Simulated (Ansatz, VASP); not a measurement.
# One calculation of InSe, two programs

The input INCAR:

```
ALGO = Normal
EDIFF = 1E-6
ENCUT = 520
GGA = CA
ISIF = 2
ISMEAR = 0
LASPH = True
LCHARG = True
LELF = True
LREAL = False
LVHAR = True
LWAVE = False
NBANDS = 69
NELM = 100
PREC = Accurate
SIGMA = 0.03
```

File KPOINTS:

```
k-points
0
Gamma
  10 10 2
```

The input POSCAR:

```
InSe
1.0
   -1.9999996503     -3.4641010095      0.0000000000
    1.9999996503     -3.4641010095      0.0000000000
    0.0000000000      0.0000000000     24.6500100000
In Se
6 6
Direct
    0.0000000000      0.0000000000      0.7867094282
    0.3333333333      0.3333333333      0.1119291746
    0.6666666667      0.6666666667      0.4493193014
    1.0000000000      1.0000000000      0.9002749449
    0.3333333333      0.3333333333      0.2254946913
    0.6666666667      0.6666666667      0.5628848181
    1.0000000000      1.0000000000      0.3975299169
    0.3333333333      0.3333333333      0.7349200437
    0.6666666667      0.6666666667      0.0601397901
    1.0000000000      1.0000000000      0.6146404635
    0.3333333333      0.3333333333      0.9520305904
    0.6666666667      0.6666666667      0.2772503367
```

Input for Ansatz:

```yaml
crystal:
  lattice:
    - [-1.9999996503, -3.4641010095, 0.0]
    - [1.9999996503, -3.4641010095, 0.0]
    - [0.0, 0.0, 24.65001]
  atoms:
    - { symbol: In, position: [0.0, 0.0, 0.7867094282] }
    - { symbol: In, position: [0.3333333333, 0.3333333333, 0.1119291746] }
    - { symbol: In, position: [0.6666666667, 0.6666666667, 0.4493193014] }
    - { symbol: In, position: [1.0, 1.0, 0.9002749449] }
    - { symbol: In, position: [0.3333333333, 0.3333333333, 0.2254946913] }
    - { symbol: In, position: [0.6666666667, 0.6666666667, 0.5628848181] }
    - { symbol: Se, position: [1.0, 1.0, 0.3975299169] }
    - { symbol: Se, position: [0.3333333333, 0.3333333333, 0.7349200437] }
    - { symbol: Se, position: [0.6666666667, 0.6666666667, 0.0601397901] }
    - { symbol: Se, position: [1.0, 1.0, 0.6146404635] }
    - { symbol: Se, position: [0.3333333333, 0.3333333333, 0.9520305904] }
    - { symbol: Se, position: [0.6666666667, 0.6666666667, 0.2772503367] }
basis:
  ecutwfc: 420
kpoints:
  mp_grid: { grid: [10, 10, 2] }
hamiltonian:
  xc: lda
scf:
  occupations: { method: gaussian, width: 0.03 }
output:
  forces: true
  stress: true
  eigenvalues: true
```

Alike in both runs: task single point; functional LDA; k mesh 10 × 10 × 2; occupations gaussian, width 0.03 eV; no spin polarisation.

```csv
,VASP,Ansatz
version,VASP 6.6.1,Ansatz 0.2.0
potentials or method,"VASP PAW LDA potentials, release 64 (In_d, Se), cutoff 520 eV","scalar-relativistic, plane waves, PAW"
valence electrons in the cell,114,174
```

|  | VASP | Ansatz | Ansatz less VASP |
| --- | --- | --- | --- |
| gap on the k mesh at the Fermi level (eV) | 0.16 | 0.15 | -0.009 |
| least direct gap on the mesh (eV) | 0.16 | 0.15 | -0.009 |
| pressure (GPa) | -1.2 | -1.3 | -0.12 |
| traceless stress, the component that is largest in VASP (GPa) | -0.46 | -0.47 | -0.011 |
| rms of the force components (eV/Å) | 0.080 | 0.084 | +0.0043 |

LDA's correlation is that of Perdew and Zunger in VASP and of Perdew and Wang (1992) in Ansatz. Atom by atom the forces differ by 0.012 eV/Å (rms over components). VASP's potentials hold 114 valence electrons a cell and Ansatz's 174, so a difference there can come from the potentials and not from the codes.
